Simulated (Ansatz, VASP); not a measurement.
## Two plane-wave programs on MgO

```
Mg O
1.0
     3.28822    0.00000    0.00000
    -1.64411    2.84768    0.00000
     0.00000    0.00000    5.03437
Mg O
2 2
Cartesian
  0.0000 1.8985 -0.0495
  1.6441 0.9492 2.4677
  0.0000 1.8985 1.9374
  1.6441 0.9492 4.4546
```

Alike in both runs: task single point; functional PBE; k mesh 6 × 6 × 4; no spin polarisation.

```csv
,VASP,Ansatz
version,VASP 6.6.1,Ansatz 0.2.0
potentials or method,"VASP PAW PBE potentials, release 64 (Mg, O)","plane waves, PAW"
plane-wave cutoff (eV),600,420
occupations,"gaussian, width 0.01 eV",fixed
valence electrons in the cell,16,32
```

|  | VASP | Ansatz | Ansatz less VASP |
| --- | --- | --- | --- |
| gap on the k mesh at the Fermi level (eV) | 3.54 | 3.56 | +0.016 |

VASP's potentials hold 16 valence electrons a cell and Ansatz's 32, so a difference there can come from the potentials and not from the codes.
